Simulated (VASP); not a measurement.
Set up this calculation in VASP 6.6.1, as the native input.

| Item | Value |
| --- | --- |
| Task | single point |
| Functional | PBEsol |
| Potentials or basis | VASP PAW PBE potentials, release 64 (Rb_sv, Br) |
| Cutoff | 520 eV |
| k mesh | 8 × 8 × 8 |
| Occupations | gaussian, width 0.05 eV |
| Spin | no spin polarisation |
| Dipole correction | no |
| Further INCAR settings | ALGO = Normal; EDIFF = 1e-07; NBANDS = 15 |

The structure of RbBr lies in POSCAR:

```
RbBr
1.0
    0.0000000000      3.5083429181      3.5083429181
    3.5083429181      0.0000000000      3.5083429181
    3.5083429181      3.5083429181      0.0000000000
Rb Br
1 1
Direct
    0.5000000000      0.5000000000      0.5000000000
    0.0000000000      0.0000000000      0.0000000000
```

One way to write it, as run:

INCAR

```
PREC = Accurate
ENCUT = 520
EDIFF = 1E-7
ISMEAR = 0
SIGMA = 0.05
LREAL = F
LASPH = T
NELM = 100
ALGO = Normal
ISIF = 2
LWAVE = F
LCHARG = F
GGA = PS
NBANDS = 15
```

KPOINTS

```
regular mesh
0
Gamma
  8 8 8
```

Potentials or basis: VASP PAW PBE potentials, release 64 (Rb_sv, Br).

The run is started by

```console
$ cat potpaw_PBE.64/Rb_sv/POTCAR potpaw_PBE.64/Br/POTCAR > POTCAR
$ mpirun -np 1 vasp_std > vasp.out
```

It gave:

```
Pressure               : -0.8 GPa
Band gap on the k mesh : 4.06 eV, direct
```

Caveat: the PAW data sets were made with another functional, which shifts forces and pressure a little.

Wall time 40 s on 1 thread of AMD EPYC 7R43 64-Core Processor (Zen 3), with other jobs on the host, peak memory 0.21 GiB.
